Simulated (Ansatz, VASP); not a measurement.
# Two plane-wave programs on Mo

```xyz
1
Lattice="-1.5688 1.5688 1.5688 1.5688 -1.5688 1.5688 1.5688 1.5688 -1.5688" Properties=species:S:1:pos:R:3 pbc="T T T"
Mo    0.0000    0.0000    0.0000
```

Alike in both runs: functional PBE; dispersion D4; k mesh 23 × 23 × 23; occupations fermi-dirac, width 0.1 eV; no spin polarisation.

Ansatz relaxed the structure, and its values are those at the end. VASP's run is a single point on that final structure, the one shown.

|  | VASP | Ansatz |
| --- | --- | --- |
| version | VASP 6.6.1 | Ansatz 0.2.0 |
| potentials or method | VASP PAW PBE potentials, release 64 (Mo_sv) | plane waves, PAW |
| plane-wave cutoff (eV) | 520 | 420 |
| valence electrons in the cell | 14 | 14 |

```tsv
	VASP	Ansatz	Ansatz less VASP
pressure (GPa)	0.6	0.0	-0.55
```
